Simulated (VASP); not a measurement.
# ScAl3 (I4/mmm) in VASP: notebook

The runs below take ScAl3 through single point, with PBE, r2SCAN.

Everything below comes from runs of VASP 6.6.1. Logs are shortened: lines on timing, memory, paths and dates and some standing lists are left out, and cuts for length are marked.

### 1 The cell of the first run

The structure is tetragonal, space group I4/mmm (No. 139). Conventional cell: a = 4.187 Å, b = 4.187 Å, c = 8.404 Å, α = 90.00°, β = 90.00°, γ = 90.00°. Sc (site symmetry 4/mmm) has 12 Al at 2.96 to 2.97 Å within 3.9 Å. Al (site symmetry -4m2) has 8 Al at 2.96 to 2.97 Å and 4 Sc at 2.97 Å within 3.9 Å. Al (site symmetry 4/mmm) has 4 Sc at 2.96 Å and 8 Al at 2.97 Å within 3.9 Å.

### 2 Single point, PBE (strained)

Contents of INCAR:

```
SYSTEM = ScAl3
PREC = Accurate ; ENCUT = 520
EDIFF = 1E-6 ; ISMEAR = 0
SIGMA = 0.1 ; LREAL = .False.
LASPH = .True. ; NELM = 100
ALGO = Normal ; ISIF = 2
LWAVE = .False. ; LCHARG = .False.
GGA = PE ; NBANDS = 18
```

Contents of KPOINTS:

```
Automatic mesh
0
Gamma
  14 14 14
  0 0 0
```

Contents of POSCAR:

```
ScAl3
1.0
   -2.0933873118      2.0933873118      4.2022131278
    2.0933873118     -2.0933873118      4.2022131278
    2.0933873118      2.0933873118     -4.2022131278
Sc Al
1 3
Direct
    0.0000000000      0.0000000000      0.0000000000
    0.7500000000      0.2500000000      0.5000000000
    0.2500000000      0.7500000000      0.5000000000
    0.5000000000      0.5000000000      0.0000000000
```

Potentials or basis: VASP PAW PBE potentials, release 64 (Sc_sv, Al).

The run is started by

```sh
cat potpaw_PBE.64/Sc_sv/POTCAR potpaw_PBE.64/Al/POTCAR > POTCAR
mpirun -np 1 vasp_std > vasp.out
```

OUTCAR:

```text
SYSTEM = ScAl3
   PREC = Accurate
   ENCUT = 520
   EDIFF = 1E-6
   ISMEAR = 0
   LREAL = .False.
   LASPH = .True.
   NELM = 100
   ISIF = 2
   GGA = PE

 ion  position               nearest neighbor table
   1  0.000  0.000  0.000-   4 2.96   4 2.96   4 2.96   4 2.96   3 2.97   2 2.97   3 2.97   3 2.97
                             2 2.97   2 2.97   3 2.97   2 2.97
   2  0.750  0.250  0.500-   3 2.96   3 2.96   3 2.96   3 2.96   4 2.97   1 2.97   4 2.97   1 2.97
                             4 2.97   4 2.97   1 2.97   1 2.97
   3  0.250  0.750  0.500-   2 2.96   2 2.96   2 2.96   2 2.96   4 2.97   1 2.97   4 2.97   4 2.97
                             1 2.97   1 2.97   4 2.97   1 2.97
   4  0.500  0.500  0.000-   1 2.96   1 2.96   1 2.96   1 2.96   3 2.97   2 2.97   3 2.97   2 2.97
                             3 2.97   3 2.97   2 2.97   2 2.97

  LATTYP: Found a body centered tetragonal cell.
 ALAT       =     4.1867746236
 C/A-ratio  =     2.0073748915

  Lattice vectors:

 A1 = (  -2.0933873118,   2.0933873118,   4.2022131278)
 A2 = (   2.0933873118,  -2.0933873118,   4.2022131278)
 A3 = (   2.0933873118,   2.0933873118,  -4.2022131278)

Analysis of symmetry for initial positions (statically):
=====================================================================
 Subroutine PRICEL returns:
 Original cell was already a primitive cell.

 Routine SETGRP: Setting up the symmetry group for a
 body centered tetragonal supercell.

 Subroutine GETGRP returns: Found 16 space group operations
 (whereof 16 operations were pure point group operations)
 out of a pool of 16 trial point group operations.

The static configuration has the point symmetry D_4h.

Analysis of symmetry for dynamics (positions and initial velocities):
=====================================================================
 Subroutine PRICEL returns:
 Original cell was already a primitive cell.

 Routine SETGRP: Setting up the symmetry group for a
 body centered tetragonal supercell.

 Subroutine GETGRP returns: Found 16 space group operations
 (whereof 16 operations were pure point group operations)
 out of a pool of 16 trial point group operations.

The dynamic configuration has the point symmetry D_4h.

 Subroutine INISYM returns: Found 16 space group operations
 (whereof 16 operations are pure point group operations),
 and found     1 'primitive' translations

----------------------------------------------------------------------------------------

                                     Primitive cell

  volume of cell :      73.6609

  direct lattice vectors                    reciprocal lattice vectors
    -2.093387312  2.093387312  4.202213128     0.000000000  0.238847344  0.118984922
     2.093387312 -2.093387312  4.202213128     0.238847344  0.000000000  0.118984922
     2.093387312  2.093387312 -4.202213128     0.238847344  0.238847344  0.000000000

  length of vectors
     5.140343962  5.140343962  5.140343962     0.266843522  0.266843522  0.337781154

  position of ions in fractional coordinates (direct lattice)
     0.000000000  0.000000000  0.000000000
     0.750000000  0.250000000  0.500000000
     0.250000000  0.750000000  0.500000000
     0.500000000  0.500000000  0.000000000

  ion indices of the primitive-cell ions
   primitive index   ion index
                 1           1
                 2           2
                 3           3
                 4           4

----------------------------------------------------------------------------------------

 KPOINTS: Automatic mesh

Automatic generation of k-mesh.
 Grid dimensions read from file:
 generate k-points for:   14   14   14

 Generating k-lattice:

  Cartesian coordinates                     Fractional coordinates (reciprocal lattice)
     0.000000000  0.017060525  0.008498923     0.071428571  0.000000000  0.000000000
     0.017060525  0.000000000  0.008498923     0.000000000  0.071428571  0.000000000
     0.017060525  0.017060525  0.000000000     0.000000000  0.000000000  0.071428571

  Length of vectors
     0.019060252  0.019060252  0.024127225

  Shift w.r.t. Gamma in fractional coordinates (k-lattice)
     0.000000000  0.000000000  0.000000000

 Subroutine IBZKPT returns following result:
 ===========================================

 Found    244 irreducible k-points:

 Following reciprocal coordinates:
            Coordinates               Weight
  0.000000  0.000000  0.000000      1.000000
  0.071429 -0.000000  0.000000      8.000000
  0.142857 -0.000000  0.000000      8.000000
  0.214286  0.000000  0.000000      8.000000
  0.285714  0.000000  0.000000      8.000000
  0.357143  0.000000  0.000000      8.000000
[... 16 lines left out ...]
  0.214286  0.142857  0.000000     16.000000
  0.285714  0.142857 -0.000000     16.000000
 [... further k-points ...]
   k-points           NKPTS =    244   k-points in BZ     NKDIM =    244   number of bands    NBANDS=     18
   number of dos      NEDOS =    301   number of ions     NIONS =      4
   total plane-waves  NPLWV =  64000
   dimension x,y,z NGX =    40 NGY =   40 NGZ =   40
   dimension x,y,z NGXF=    80 NGYF=   80 NGZF=   80
   ions per type =               1   3
   NGX,Y,Z   is equivalent  to a cutoff of  12.94, 12.94, 12.94 a.u.
   NGXF,Y,Z  is equivalent  to a cutoff of  25.87, 25.87, 25.87 a.u.
 SYSTEM =  ScAl3
   PREC   = accura    normal or accurate (medium, high low for compatibility)
   ISTART =      0    job   : 0-new  1-cont  2-samecut
   ICHARG =      2    charge: 1-file 2-atom 10-const
   ISPIN  =      1    spin polarized calculation?
   LNONCOLLINEAR =      F non collinear calculations
   LSORBIT =      F    spin-orbit coupling
   LASPH  =      T    aspherical Exc in radial PAW
   ENCUT  =  520.0 eV  38.22 Ry    6.18 a.u.   9.56  9.56  9.56*2*pi/ulx,y,z
   NELM   =    100;   NELMIN=  2; NELMDL= -5     # of ELM steps
   EDIFF  = 0.1E-05   stopping-criterion for ELM
   LREAL  =      F    real-space projection
   EDIFFG = 0.1E-04   stopping-criterion for IOM
   NSW    =      0    number of steps for IOM
   IBRION =     -1    ionic relax: 0-MD 1-quasi-New 2-CG
   NFREE  =      0    steps in history (QN), initial steepest desc. (CG)
   ISIF   =      2    stress and relaxation
   ISYM   =      2    0-nonsym 1-usesym 2-fastsym
   POTIM  = 0.5000    time-step for ionic-motion
   TEBEG  =    0.0;   TEEND  =   0.0 temperature during run
   PSTRESS=    0.0 pullay stress
   NELECT =      20.0000    total number of electrons
   NUPDOWN=      -1.0000    fix difference up-down
   EMIN   =  10.00;   EMAX   =-10.00  energy-range for DOS
   EFERMI =   0.00;   METHOD = LEGACY
   ISMEAR =     0;   SIGMA  =   0.10  broadening in eV -4-tet -1-fermi 0-gaus
   EFERMI_NEDOS =   21; number of points for ismear=-14 and -15
   IALGO  =     38    algorithm
   IMIX   =      4    mixing-type and parameters
     AMIX     =   0.40;   BMIX     =  1.00
     AMIX_MAG =   1.60;   BMIX_MAG =  1.00
  volume/ion in A,a.u.               =      18.42       124.27
  Fermi-wavevector in a.u.,A,eV,Ry     =   1.060081  2.003263 15.289845  1.123772
  Thomas-Fermi vector in A             =   2.195449
   LORBIT       =      0    0 simple, 1 ext, 2 COOP (PROOUT), +10 PAW based schemes
   GGA     = PE    functional components
   LHFCALC =     F    Hartree Fock is set to
   AEXX    =    0.0000 exact exchange contribution
   IVDW    =     0    specifies the selected vdW correction
   LEPSILON=     F    determine dielectric tensor
   LRPA    =     F    only Hartree local field effects (RPA)
 non-spin polarized calculation
 Gauss-broadening in eV      SIGMA  =   0.10
  energy-cutoff  :      520.00
  volume of cell :       73.66
 maximum number of plane-waves:      2009
 NGX is ok and might be reduce to    40
   NGX = 19   NGY = 19   NGZ = 19

 number of electron      20.0000001 magnetization

 Free energy of the ion-electron system (eV)
  ---------------------------------------------------
  ext. energy  EPLUGINS =         0.00000000
  ---------------------------------------------------
  free energy    TOTEN  =       -18.79351707 eV

  energy without entropy =      -18.78044082  energy(sigma->0) =      -18.78697895

 E-fermi :   6.3930     XC(G=0): -10.1326

 val. band max:        6.3930057611   @ k =   0.3571   0.1429   0.1429
 cond. band min:       6.3953997427   @ k =  -0.4286  -0.4286   0.1429
 fundamental gap:      0.0023939817
 Fermi energy:         6.3930154606

 k-point     1 :       0.0000    0.0000    0.0000
  band No.  band energies     occupation
      1     -42.7585      2.00000
      2     -21.4402      2.00000
      3     -21.4276      2.00000
      4     -21.4276      2.00000
      5      -3.0076      2.00000
      6       4.4579      2.00000
[... 10 lines left out ...]
     17      10.7445      0.00000
     18      10.7446      0.00000

 k-point     2 :       0.0714   -0.0000    0.0000
  band No.  band energies     occupation
      1     -42.7585      2.00000
      2     -21.4403      2.00000
      3     -21.4287      2.00000
      4     -21.4275      2.00000
      5      -2.9518      2.00000
      6       4.0615      2.00000
[... 10 lines left out ...]
     17      10.7480      0.00000
     18      10.8978      0.00000

 k-point     3 :       0.1429   -0.0000    0.0000
  band No.  band energies     occupation
      1     -42.7583      2.00000
      2     -21.4404      2.00000
      3     -21.4317      2.00000
      4     -21.4273      2.00000
      5      -2.7853      2.00000
      6       3.4625      2.00000
[... 10 lines left out ...]
     17      10.7881      0.00000
     18      11.1042      0.00000

 k-point     4 :       0.2143    0.0000    0.0000
  band No.  band energies     occupation
      1     -42.7582      2.00000
      2     -21.4406      2.00000
      3     -21.4361      2.00000
      4     -21.4271      2.00000
      5      -2.5107      2.00000
      6       2.7217      2.00000
[... 375 lines left out ...]
      4     -21.4312      2.00000
      5      -2.4796      2.00000
      6       2.8475      2.00000
[... 10 lines left out ...]
     17      10.9879      0.00000
     18      11.2615      0.00000

 k-point    23 :       0.2143    0.1429    0.0000
  band No.  band energies     occupation
      1     -42.7580      2.00000
      2     -21.4411      2.00000
      3     -21.4358      2.00000
      4     -21.4311      2.00000
      5      -2.1679      2.00000
      6       2.3887      2.00000
[... 10 lines left out ...]
     17      11.2903      0.00000
     18      11.4636      0.00000

 k-point    24 :       0.2857    0.1429   -0.0000
  band No.  band energies     occupation
      1     -42.7578      2.00000
      2     -21.4420      2.00000
      3     -21.4397      2.00000
      4     -21.4308      2.00000
      5      -1.7573      2.00000
      6       1.7133      2.00000
[... 10 lines left out ...]
     17      11.5122      0.00000
     18      11.7536      0.00000

 [... further k-points ...]

------------------------ aborting loop because EDIFF is reached ----------------------------------------

  FORCE on cell =-STRESS in cart. coord.  units (eV):
  Direction    XX          YY          ZZ          XY          YZ          ZX
  --------------------------------------------------------------------------------------
  -------------------------------------------------------------------------------------
  Total       -2.5362007     -2.5362007      1.6153847      0.0000000      0.0000000      0.0000000
  in kB      -55.1641545    -55.1641545     35.1357570      0.0000000      0.0000000      0.0000000
  external PRESSURE =     -25.0641840 kB  Pullay stress =       0.0000000 kB

 VOLUME and BASIS-vectors are now :
 -----------------------------------------------------------------------------
  energy-cutoff  :      520.00
  volume of cell :       73.66
      direct lattice vectors                 reciprocal lattice vectors
    -2.093387312  2.093387312  4.202213128     0.000000000  0.238847344  0.118984922
     2.093387312 -2.093387312  4.202213128     0.238847344  0.000000000  0.118984922
     2.093387312  2.093387312 -4.202213128     0.238847344  0.238847344  0.000000000

 POSITION                                       TOTAL-FORCE (eV/Angst)
 -----------------------------------------------------------------------------------
      0.00000      0.00000      0.00000        -0.000000      0.000000     -0.000000
      0.00000      2.09339      2.10111        -0.000000     -0.000000      0.000000
      2.09339      0.00000      2.10111         0.000000      0.000000     -0.000000
      0.00000      0.00000      4.20221        -0.000000      0.000000     -0.000000
 -----------------------------------------------------------------------------------
    total drift:                               -0.000000     -0.000000     -0.000000

  FREE ENERGIE OF THE ION-ELECTRON SYSTEM (eV)
  ---------------------------------------------------
  free  energy   TOTEN  =       -18.7935170687 eV

  energy  without entropy=      -18.7804408242  energy(sigma->0) =      -18.78697895
```

It took 2.7 min on 1 thread of Intel Xeon 6975P-C (Granite Rapids), shared host; peak memory 0.46 GiB.

Results:

```
Free energy            : -18.7935 eV
Pressure               : -2.5 GPa
Band gap on the k mesh : zero (bands 10 and 11 overlap by 1.76 eV)
```

Levels at points of the mesh, in eV from the Fermi level:
```
           k point  band 7  band 8  band 9  band 10  band 11  band 12  band 13  band 14
(0.00, 0.00, 0.00)   -1.72   -1.37   -1.37    -1.14     0.73     1.08     1.08     1.40
(0.50, 0.00, 0.00)   -3.05   -2.56   -1.11     0.40     0.86     1.29     1.85     2.23
(0.50, 0.50, 0.00)   -4.44   -3.41   -2.66    -1.79    -0.34     2.10     2.49     3.14
(0.50, 0.50, 0.50)   -2.32   -1.51   -1.51     0.00     1.28     1.28     1.68     3.42
```

Caveat: the cell differs from its parent crystal (strained); the stress differs along the axes, from -6 to 4 GPa.

(Continued in part 2 of 2.)
